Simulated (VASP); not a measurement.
# Cu (Fd-3m) in VASP: relaxation of cell and atoms with r2SCAN

Aim: the relaxation of cell and atoms of Cu with r2SCAN.

Everything below comes from runs of VASP 6.6.1. Logs are shortened: lines on timing, memory, paths and dates and some standing lists are left out, and cuts for length are marked.

**1. The cell of the first run**

Symmetry: Fd-3m, No. 227, cubic system. Conventional cell: a = 5.253 Å, b = 5.253 Å, c = 5.253 Å, α = 90.00°, β = 90.00°, γ = 90.00°. Cu (site symmetry -43m) has 4 Cu at 2.27 Å within 3.0 Å.

This isn't the form of Cu at room conditions, which is fcc.

**2. Relaxation of cell and atoms, r2SCAN**

File POSCAR:

```
Cu
1.0
    0.0000000000      2.6263680680      2.6263680680
    2.6263680680      0.0000000000      2.6263680680
    2.6263680680      2.6263680680      0.0000000000
Cu
2
Direct
    0.0000000000      0.0000000000      0.0000000000
    0.2500000000      0.2500000000      0.2500000000
```

File INCAR.step1:

```
SYSTEM = Cu
ALGO     = Normal         ! electronic algorithm
EDIFF    = 1E-4           ! SCF threshold, eV
ENCUT    = 600            ! plane-wave cutoff, eV
GGA      = PE             ! functional
ISMEAR   = 0              ! smearing method
LASPH    = .True.         ! aspherical terms in the spheres
LCHARG   = .False.        ! write CHGCAR
LREAL    = .False.        ! projectors in reciprocal space
LWAVE    = .True.         ! write WAVECAR
NELM     = 100            ! most SCF steps
PREC     = Accurate       ! precision mode
SIGMA    = 0.1            ! smearing width, eV
```

File INCAR.step2:

```
SYSTEM = Cu
ALGO     = Normal         ! electronic algorithm
EDIFF    = 1E-7           ! SCF threshold, eV
EDIFFG   = -0.01          ! ionic threshold
ENCUT    = 600            ! plane-wave cutoff, eV
IBRION   = 2              ! ionic algorithm
ISIF     = 3              ! what is computed and relaxed
ISMEAR   = 0              ! smearing method
ISTART   = 1            
LASPH    = .True.         ! aspherical terms in the spheres
LCHARG   = .False.        ! write CHGCAR
LMIXTAU  = .True.       
LREAL    = .False.        ! projectors in reciprocal space
LWAVE    = .False.        ! write WAVECAR
METAGGA  = R2SCAN         ! meta-GGA
NELM     = 100            ! most SCF steps
NSW      = 100            ! ionic steps
PREC     = Accurate       ! precision mode
SIGMA    = 0.1            ! smearing width, eV
```

File KPOINTS:

```
k-points
0
Gamma
  18 18 18
  0 0 0
```

Potentials or basis: VASP PAW PBE potentials, release 64 (Cu).

Launch:

```console
cat potpaw_PBE.64/Cu/POTCAR > POTCAR
cp INCAR.step1 INCAR
mpirun -np 1 vasp_std > vasp.out
cp INCAR.step2 INCAR
mpirun -np 1 vasp_std > vasp.out
```

OUTCAR:

```text
SYSTEM = Cu
   EDIFF = 1E-7
   EDIFFG = -0.01
   ENCUT = 600
   IBRION = 2
   ISIF = 3
   ISMEAR = 0
   ISTART = 1
   LASPH = .True.
   LREAL = .False.
   METAGGA = R2SCAN
   NELM = 100
   NSW = 100
   PREC = Accurate

 ion  position               nearest neighbor table
   1  0.000  0.000  0.000-   2 2.27   2 2.27   2 2.27   2 2.27
   2  0.250  0.250  0.250-   1 2.27   1 2.27   1 2.27   1 2.27

  LATTYP: Found a face centered cubic cell.
 ALAT       =     5.2527361360

  Lattice vectors:

 A1 = (   0.0000000000,   2.6263680680,   2.6263680680)
 A2 = (   2.6263680680,   0.0000000000,   2.6263680680)
 A3 = (   2.6263680680,   2.6263680680,   0.0000000000)

Analysis of symmetry for initial positions (statically):
=====================================================================
 Subroutine PRICEL returns:
 Original cell was already a primitive cell.

 Routine SETGRP: Setting up the symmetry group for a
 face centered cubic supercell.

 Subroutine GETGRP returns: Found 48 space group operations
 (whereof 24 operations were pure point group operations)
 out of a pool of 48 trial point group operations.

The static configuration has the point symmetry T_d .
 The point group associated with its full space group is O_h .

Analysis of symmetry for dynamics (positions and initial velocities):
=====================================================================
 Subroutine PRICEL returns:
 Original cell was already a primitive cell.

 Routine SETGRP: Setting up the symmetry group for a
 face centered cubic supercell.

 Subroutine GETGRP returns: Found 48 space group operations
 (whereof 24 operations were pure point group operations)
 out of a pool of 48 trial point group operations.

The dynamic configuration has the point symmetry T_d .
 The point group associated with its full space group is O_h .

 Subroutine INISYM returns: Found 48 space group operations
 (whereof 24 operations are pure point group operations),
 and found     1 'primitive' translations

----------------------------------------------------------------------------------------

                                     Primitive cell

  volume of cell :      36.2324

  direct lattice vectors                    reciprocal lattice vectors
     0.000000000  2.626368068  2.626368068    -0.190376972  0.190376972  0.190376972
     2.626368068  0.000000000  2.626368068     0.190376972 -0.190376972  0.190376972
     2.626368068  2.626368068  0.000000000     0.190376972  0.190376972 -0.190376972

  length of vectors
     3.714245342  3.714245342  3.714245342     0.329742588  0.329742588  0.329742588

  position of ions in fractional coordinates (direct lattice)
     0.000000000  0.000000000  0.000000000
     0.250000000  0.250000000  0.250000000

  ion indices of the primitive-cell ions
   primitive index   ion index
                 1           1
                 2           2

----------------------------------------------------------------------------------------

 KPOINTS: k-points

Automatic generation of k-mesh.
 Grid dimensions read from file:
 generate k-points for:   18   18   18

 Generating k-lattice:

  Cartesian coordinates                     Fractional coordinates (reciprocal lattice)
    -0.010576498  0.010576498  0.010576498     0.055555556  0.000000000  0.000000000
     0.010576498 -0.010576498  0.010576498     0.000000000  0.055555556  0.000000000
     0.010576498  0.010576498 -0.010576498     0.000000000  0.000000000  0.055555556

  Length of vectors
     0.018319033  0.018319033  0.018319033

  Shift w.r.t. Gamma in fractional coordinates (k-lattice)
[... 58 lines left out ...]
   ISIF   =      3    stress and relaxation
   ISYM   =      2    0-nonsym 1-usesym 2-fastsym
   POTIM  = 0.5000    time-step for ionic-motion
   TEBEG  =    0.0;   TEEND  =   0.0 temperature during run
   PSTRESS=    0.0 pullay stress
   NELECT =      22.0000    total number of electrons
   NUPDOWN=      -1.0000    fix difference up-down
   EMIN   =  10.00;   EMAX   =-10.00  energy-range for DOS
   EFERMI =   0.00;   METHOD = LEGACY
   ISMEAR =     0;   SIGMA  =   0.10  broadening in eV -4-tet -1-fermi 0-gaus
   EFERMI_NEDOS =   21; number of points for ismear=-14 and -15
   IALGO  =     38    algorithm
   IMIX   =      4    mixing-type and parameters
     AMIX     =   0.40;   BMIX     =  1.00
     AMIX_MAG =   1.60;   BMIX_MAG =  1.00
  volume/ion in A,a.u.               =      18.12       122.25
  Fermi-wavevector in a.u.,A,eV,Ry     =   1.386277  2.619684 26.147200  1.921765
  Thomas-Fermi vector in A             =   2.510608
   LORBIT       =      0    0 simple, 1 ext, 2 COOP (PROOUT), +10 PAW based schemes
   METAGGA = R2SCAN    functional components
   LHFCALC =     F    Hartree Fock is set to
   AEXX    =    0.0000 exact exchange contribution
   IVDW    =     0    specifies the selected vdW correction
   LEPSILON=     F    determine dielectric tensor
   LRPA    =     F    only Hartree local field effects (RPA)
 conjugate gradient relaxation of ions
 non-spin polarized calculation
 Gauss-broadening in eV      SIGMA  =   0.10
  energy-cutoff  :      600.00
  volume of cell :       36.23
 maximum number of plane-waves:      1243
 NGX is ok and might be reduce to    30
   NGX = 15   NGY = 15   NGZ = 15

--------------------------------------- Ionic step        1  -------------------------------------------

 number of electron      21.9999981 magnetization

 Free energy of the ion-electron system (eV)
  ---------------------------------------------------
  ext. energy  EPLUGINS =         0.00000000
  ---------------------------------------------------
  free energy    TOTEN  =       -19.42736942 eV

  energy without entropy =      -19.42330306  energy(sigma->0) =      -19.42533624

------------------------ aborting loop because EDIFF is reached ----------------------------------------

  FORCE on cell =-STRESS in cart. coord.  units (eV):
  Direction    XX          YY          ZZ          XY          YZ          ZX
  --------------------------------------------------------------------------------------
  -------------------------------------------------------------------------------------
  Total        0.0481151      0.0481151      0.0481151      0.0000000      0.0000000      0.0000000
  in kB        2.1276262      2.1276262      2.1276262      0.0000000      0.0000000      0.0000000
  external PRESSURE =       2.1276262 kB  Pullay stress =       0.0000000 kB

 VOLUME and BASIS-vectors are now :
 -----------------------------------------------------------------------------
  energy-cutoff  :      600.00
  volume of cell :       36.23
      direct lattice vectors                 reciprocal lattice vectors
     0.000000000  2.626368068  2.626368068    -0.190376972  0.190376972  0.190376972
     2.626368068  0.000000000  2.626368068     0.190376972 -0.190376972  0.190376972
     2.626368068  2.626368068  0.000000000     0.190376972  0.190376972 -0.190376972

 POSITION                                       TOTAL-FORCE (eV/Angst)
 -----------------------------------------------------------------------------------
      0.00000      0.00000      0.00000         0.000000      0.000000      0.000000
      1.31318      1.31318      1.31318        -0.000000     -0.000000     -0.000000
 -----------------------------------------------------------------------------------
    total drift:                                0.000000     -0.000000      0.000000

  FREE ENERGIE OF THE ION-ELECTRON SYSTEM (eV)
  ---------------------------------------------------
  free  energy   TOTEN  =       -19.4273694239 eV

  energy  without entropy=      -19.4233030587  energy(sigma->0) =      -19.42533624

--------------------------------------- Ionic step        2  -------------------------------------------

 number of electron      21.9999984 magnetization

 Free energy of the ion-electron system (eV)
  ---------------------------------------------------
  ext. energy  EPLUGINS =         0.00000000
  ---------------------------------------------------
  free energy    TOTEN  =       -19.42745513 eV

  energy without entropy =      -19.42337062  energy(sigma->0) =      -19.42541288

 E-fermi :   3.0827     XC(G=0): -10.7213

 val. band max:        3.0777712366   @ k =  -0.3333   0.3889   0.1667
 cond. band min:       3.0860174598   @ k =  -0.3889   0.3333   0.0000
 fundamental gap:      0.0082462232
 Fermi energy:         3.0827146723

 k-point     1 :       0.0000    0.0000    0.0000
  band No.  band energies     occupation
      1      -3.6180      2.00000
      2      -0.1963      2.00000
      3      -0.1962      2.00000
      4      -0.1962      2.00000
      5      -0.1895      2.00000
      6      -0.1895      2.00000
      7       1.0257      2.00000
      8       1.0257      2.00000
      9       1.0257      2.00000
     10       1.7033      2.00000
     11       1.7033      2.00000
     12      13.5643      0.00000
     13      13.5644      0.00000
     14      13.5644      0.00000
[... 401 lines left out ...]
      2      -0.3779      2.00000
      3      -0.2810      2.00000
      4      -0.1584      2.00000
      5       0.0169      2.00000
      6       0.1030      2.00000
      7       0.8329      2.00000
      8       0.9706      2.00000
      9       1.1277      2.00000
     10       1.6519      2.00000
     11       1.7436      2.00000
     12       7.4643      0.00000
     13      10.6724      0.00000
     14      12.1003      0.00000
     15      15.1987      0.00000

 [... further k-points ...]
[... 5 lines left out ...]
  --------------------------------------------------------------------------------------
  -------------------------------------------------------------------------------------
  Total       -0.0013356     -0.0013356     -0.0013356      0.0000000      0.0000000     -0.0000000
  in kB       -0.0588566     -0.0588566     -0.0588566      0.0000000      0.0000000     -0.0000000
  external PRESSURE =      -0.0588566 kB  Pullay stress =       0.0000000 kB

 VOLUME and BASIS-vectors are now :
 -----------------------------------------------------------------------------
  energy-cutoff  :      600.00
  volume of cell :       36.36
      direct lattice vectors                 reciprocal lattice vectors
     0.000000000  2.629416232  2.629416232    -0.190156276  0.190156276  0.190156276
     2.629416232 -0.000000000  2.629416232     0.190156276 -0.190156276  0.190156276
     2.629416232  2.629416232 -0.000000000     0.190156276  0.190156276 -0.190156276

 POSITION                                       TOTAL-FORCE (eV/Angst)
 -----------------------------------------------------------------------------------
      0.00000      0.00000      0.00000         0.000000     -0.000000     -0.000000
      1.31471      1.31471      1.31471        -0.000000      0.000000      0.000000
 -----------------------------------------------------------------------------------
    total drift:                                0.000000      0.000000      0.000000

  FREE ENERGIE OF THE ION-ELECTRON SYSTEM (eV)
  ---------------------------------------------------
  free  energy   TOTEN  =       -19.4274551276 eV

  energy  without entropy=      -19.4233706246  energy(sigma->0) =      -19.42541288

 reached required accuracy - stopping structural energy minimisation
```

Run time: 9.7 min. Hardware: 1 thread of Intel Xeon 8259CL, shared host; peak memory 0.26 GiB.

What came out:

```
Free energy                           : -19.4275 eV
Relaxed volume                        : 18.18 Å³/atom
Relaxed cell                          : a = 3.719 Å, b = 3.719 Å, c = 3.719 Å, α = 60.00°, β = 60.00°, γ = 60.00°
Space group after relaxing (to 0.1 Å) : Fd-3m (No. 227)
Energy gained by relaxing             : 0.0 meV/atom
Ionic steps                           : 2
Pressure after relaxing               : 0.0 GPa
Band gap on the k mesh                : zero (bands 11 and 12 overlap by 1.07 eV)
```

Final structure:
```
CELL_PARAMETERS angstrom
0.00000 2.62942 2.62942
2.62942 0.00000 2.62942
2.62942 2.62942 0.00000
ATOMIC_POSITIONS crystal
Cu 0.00000 0.00000 0.00000
Cu 0.25000 0.25000 0.25000
```

Caveat: the PAW data sets were made with another functional, which shifts forces and pressure a little.
